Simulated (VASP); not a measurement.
MnS:

```xyz
2
Lattice="0.0000 2.5513 2.5513 2.5513 0.0000 2.5513 2.5513 2.5513 0.0000" Properties=species:S:1:pos:R:3 pbc="T T T"
Mn    0.0000    0.0000    0.0000
S     2.5513    2.5513    2.5513
```

Program: VASP 6.6.1. Alike in all runs: task single point; spin collinear, ferromagnetic start; cell as given; k mesh 9 × 9 × 9; cutoff (eV) 520.

**Question.** Order these runs on this cell by their pressure, lowest first.
A. level LDA; potentials or basis VASP PAW LDA potentials, release 64 (Mn_pv, S); smearing fermi-dirac 0.05 eV
B. level r2SCAN+D3(BJ); potentials or basis VASP PAW PBE potentials, release 64 (Mn_pv, S); smearing fermi-dirac 0.05 eV
C. level revPBE+U; potentials or basis VASP PAW PBE potentials, release 64 (Mn_pv, S); U Mn d U = 4.0 eV; smearing tetrahedron

**Answer.** A (-11.3 GPa), B (3.1 GPa), C (13.4 GPa).

Caveats: a cell with one magnetic atom can't hold antiferromagnetic order, which such compounds often take; the PAW data sets were made with another functional, which shifts forces and pressure a little (some runs); pairwise dispersion overbinds metals, which lowers pressure and volume (some runs).
